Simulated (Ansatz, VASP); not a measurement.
## Cd in VASP and in Ansatz

```
Cd
1.0
     2.92585    0.00000    0.00000
    -1.46293    2.53386    0.00000
     0.00000    0.00000   18.68120
Cd
2
Direct
  0.83333 0.16667 0.42887
  0.16667 0.83333 0.57113
```

Alike in both runs: task single point; functional LDA; k mesh 13 × 13 × 1; occupations fermi-dirac, width 0.08 eV; no spin polarisation.

|  | VASP | Ansatz |
| --- | --- | --- |
| version | VASP 6.6.1 | Ansatz 0.2.0 |
| potentials or method | VASP PAW LDA potentials, release 64 (Cd), cutoff 520 eV | all-electron LAPW, scalar-relativistic |

Ansatz gave:

```
rms of the force components (eV/Å) : 0.002
```

Q: Which values does VASP return?

A: rms of the force components (eV/Å): 0.016.

LDA's correlation is that of Perdew and Zunger in VASP and of Perdew and Wang (1992) in Ansatz. Atom by atom the forces differ by 0.015 eV/Å (rms over components). Ansatz ran all-electron here, and VASP with PAW potentials. Ansatz's warnings: slab cell height set.
